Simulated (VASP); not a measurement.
# ZrC (Fm-3m) in VASP: single point with PBE

Aim: the single point of ZrC with PBE.

Program: VASP 6.6.1. These are calculated values, not measurements. Logs are shortened: lines on timing, memory, paths and dates and some standing lists are left out, and cuts for length are marked.

### 1 The cell of the first run

The structure is cubic, space group Fm-3m (No. 225). Conventional cell: a = 4.730 Å, b = 4.730 Å, c = 4.730 Å, α = 90.00°, β = 90.00°, γ = 90.00°. Zr (site symmetry m-3m) has 6 C at 2.37 Å within 3.1 Å. C (site symmetry m-3m) has 6 Zr at 2.37 Å within 3.1 Å.

### 2 Single point, PBE

Input file INCAR:

```
  PREC = Accurate
  ENCUT = 600
  EDIFF = 1E-6
  ISMEAR = 1
  SIGMA = 0.1
  LREAL = False
  LASPH = True
  NELM = 120
  ALGO = Normal
  ISIF = 2
  LWAVE = False
  LCHARG = False
  GGA = PE
  NBANDS = 15
  GGA_COMPAT = False
```

Input file KPOINTS:

```
Automatic mesh
0
Gamma
  9 9 9
```

Input file POSCAR:

```
ZrC
1.0
    0.0000000000      2.3650000000      2.3650000000
    2.3650000000      0.0000000000      2.3650000000
    2.3650000000      2.3650000000      0.0000000000
Zr C
1 1
Direct
    0.5000000000      0.5000000000      0.5000000000
    0.0000000000      0.0000000000      0.0000000000
```

Potentials or basis: VASP PAW PBE potentials, release 64 (Zr_sv, C).

Started as:

```console
cat potpaw_PBE.64/Zr_sv/POTCAR potpaw_PBE.64/C/POTCAR > POTCAR
mpirun -np 1 vasp_std > vasp.out
```

OUTCAR:

```text
PREC = Accurate
   ENCUT = 600
   EDIFF = 1E-6
   ISMEAR = 1
   LREAL = False
   LASPH = True
   NELM = 120
   ISIF = 2
   GGA = PE

 ion  position               nearest neighbor table
   1  0.500  0.500  0.500-   2 2.37   2 2.37   2 2.37   2 2.37   2 2.37   2 2.37
   2  0.000  0.000  0.000-   1 2.37   1 2.37   1 2.37   1 2.37   1 2.37   1 2.37

  LATTYP: Found a face centered cubic cell.
 ALAT       =     4.7300000000

  Lattice vectors:

 A1 = (   0.0000000000,   2.3650000000,   2.3650000000)
 A2 = (   2.3650000000,   0.0000000000,   2.3650000000)
 A3 = (   2.3650000000,   2.3650000000,   0.0000000000)

Analysis of symmetry for initial positions (statically):
=====================================================================
 Subroutine PRICEL returns:
 Original cell was already a primitive cell.

 Routine SETGRP: Setting up the symmetry group for a
 face centered cubic supercell.

 Subroutine GETGRP returns: Found 48 space group operations
[... 9 lines left out ...]

 Routine SETGRP: Setting up the symmetry group for a
 face centered cubic supercell.

 Subroutine GETGRP returns: Found 48 space group operations
[... 11 lines left out ...]
                                     Primitive cell

  volume of cell :      26.4560

  direct lattice vectors                    reciprocal lattice vectors
     0.000000000  2.365000000  2.365000000    -0.211416490  0.211416490  0.211416490
     2.365000000  0.000000000  2.365000000     0.211416490 -0.211416490  0.211416490
     2.365000000  2.365000000  0.000000000     0.211416490  0.211416490 -0.211416490

  length of vectors
     3.344615075  3.344615075  3.344615075     0.366184103  0.366184103  0.366184103

  position of ions in fractional coordinates (direct lattice)
     0.500000000  0.500000000  0.500000000
     0.000000000  0.000000000  0.000000000

  ion indices of the primitive-cell ions
   primitive index   ion index
                 1           1
                 2           2

----------------------------------------------------------------------------------------

 KPOINTS: Automatic mesh

Automatic generation of k-mesh.
 Grid dimensions read from file:
 generate k-points for:    9    9    9

 Generating k-lattice:

  Cartesian coordinates                     Fractional coordinates (reciprocal lattice)
    -0.023490721  0.023490721  0.023490721     0.111111111  0.000000000  0.000000000
[... 58 lines left out ...]
   NELM   =    120;   NELMIN=  2; NELMDL= -5     # of ELM steps
   EDIFF  = 0.1E-05   stopping-criterion for ELM
   LREAL  =      F    real-space projection
   EDIFFG = 0.1E-04   stopping-criterion for IOM
   NSW    =      0    number of steps for IOM
   IBRION =     -1    ionic relax: 0-MD 1-quasi-New 2-CG
   NFREE  =      0    steps in history (QN), initial steepest desc. (CG)
   ISIF   =      2    stress and relaxation
   ISYM   =      2    0-nonsym 1-usesym 2-fastsym
   POTIM  = 0.5000    time-step for ionic-motion
   TEBEG  =    0.0;   TEEND  =   0.0 temperature during run
   PSTRESS=    0.0 pullay stress
   NELECT =      16.0000    total number of electrons
   NUPDOWN=      -1.0000    fix difference up-down
   EMIN   =  10.00;   EMAX   =-10.00  energy-range for DOS
   EFERMI =   0.00;   METHOD = LEGACY
   ISMEAR =     1;   SIGMA  =   0.10  broadening in eV -4-tet -1-fermi 0-gaus
   EFERMI_NEDOS =   21; number of points for ismear=-14 and -15
   IALGO  =     38    algorithm
   IMIX   =      4    mixing-type and parameters
     AMIX     =   0.40;   BMIX     =  1.00
     AMIX_MAG =   1.60;   BMIX_MAG =  1.00
  volume/ion in A,a.u.               =      13.23        89.27
  Fermi-wavevector in a.u.,A,eV,Ry     =   1.384439  2.616209 26.077880  1.916670
  Thomas-Fermi vector in A             =   2.508943
   LORBIT       =      0    0 simple, 1 ext, 2 COOP (PROOUT), +10 PAW based schemes
   GGA     = PE    functional components
   LHFCALC =     F    Hartree Fock is set to
   AEXX    =    0.0000 exact exchange contribution
   IVDW    =     0    specifies the selected vdW correction
   LEPSILON=     F    determine dielectric tensor
   LRPA    =     F    only Hartree local field effects (RPA)
 non-spin polarized calculation
 Methfessel and Paxton  Order N= 1 SIGMA  =   0.10
  energy-cutoff  :      600.00
  volume of cell :       26.46
 maximum number of plane-waves:       899
   NGX = 13   NGY = 13   NGZ = 13

 number of electron      16.0000000 magnetization

 Free energy of the ion-electron system (eV)
  ---------------------------------------------------
  ext. energy  EPLUGINS =         0.00000000
  ---------------------------------------------------
  free energy    TOTEN  =       -19.45777529 eV

  energy without entropy =      -19.45711271  energy(sigma->0) =      -19.45755443

 E-fermi :   9.3924     XC(G=0): -12.0404

 val. band max:        9.3900051185   @ k =   0.4444   0.4444   0.0000
 cond. band min:       9.4282741223   @ k =   0.1111   0.1111   0.0000
 fundamental gap:      0.0382690038
 Fermi energy:         9.3923929704

 k-point     1 :       0.0000    0.0000    0.0000
  band No.  band energies     occupation
      1     -38.7813      2.00000
      2     -16.5038      2.00000
      3     -16.5038      2.00000
      4     -16.5038      2.00000
      5      -1.8421      2.00000
      6      10.3280     -0.00000
      7      10.3280     -0.00000
      8      10.3280     -0.00000
      9      10.4843     -0.00000
     10      10.4843     -0.00000
     11      10.4843     -0.00000
     12      12.1552      0.00000
     13      12.1552      0.00000
     14      16.4919      0.00000
[... 401 lines left out ...]
      2     -17.1695      2.00000
      3     -16.7609      2.00000
      4     -16.7609      2.00000
      5      -0.6292      2.00000
      6       7.1095      2.00000
      7       7.7566      2.00000
      8       9.3900      1.04041
      9       9.3900      1.04040
     10      13.6898      0.00000
     11      14.9378      0.00000
     12      14.9378      0.00000
     13      17.1840      0.00000
     14      19.7575      0.00000
     15      21.4651      0.00000

 [... further k-points ...]
[... 5 lines left out ...]
  --------------------------------------------------------------------------------------
  -------------------------------------------------------------------------------------
  Total       -0.4584847     -0.4584847     -0.4584847     -0.0000000      0.0000000     -0.0000000
  in kB      -27.7659162    -27.7659162    -27.7659162     -0.0000000      0.0000000     -0.0000000
  external PRESSURE =     -27.7659162 kB  Pullay stress =       0.0000000 kB

 VOLUME and BASIS-vectors are now :
 -----------------------------------------------------------------------------
  energy-cutoff  :      600.00
  volume of cell :       26.46
      direct lattice vectors                 reciprocal lattice vectors
     0.000000000  2.365000000  2.365000000    -0.211416490  0.211416490  0.211416490
     2.365000000  0.000000000  2.365000000     0.211416490 -0.211416490  0.211416490
     2.365000000  2.365000000  0.000000000     0.211416490  0.211416490 -0.211416490

 POSITION                                       TOTAL-FORCE (eV/Angst)
 -----------------------------------------------------------------------------------
      2.36500      2.36500      2.36500         0.000000     -0.000000      0.000000
      0.00000      0.00000      0.00000        -0.000000      0.000000     -0.000000
 -----------------------------------------------------------------------------------
    total drift:                                0.000000      0.000000      0.000000

  FREE ENERGIE OF THE ION-ELECTRON SYSTEM (eV)
  ---------------------------------------------------
  free  energy   TOTEN  =       -19.4577752897 eV

  energy  without entropy=      -19.4571127126  energy(sigma->0) =      -19.45755443
```

stdout:

```text
POSCAR found type information on POSCAR ZrC
 POSCAR found :  2 types and       2 ions
 scaLAPACK will be used
 LDA part: xc-table for (Slater+PW92), standard interpolation
 POSCAR, INCAR and KPOINTS ok, starting setup
 FFT: planning ... GRIDC
 FFT: planning ... GRID_SOFT
 FFT: planning ... GRID
 WAVECAR not read
 entering main loop
```

Run time: 14 s. Hardware: 1 thread of Intel Xeon 6975P-C, shared host; peak memory 0.17 GiB.

Results:

| Item | Value |
| --- | --- |
| Free energy | -19.4578 eV |
| Pressure | -2.8 GPa |
| Band gap on the k mesh | zero (band 8 reaches 10.33 eV, above the bottom of band 9 at 9.06 eV) |
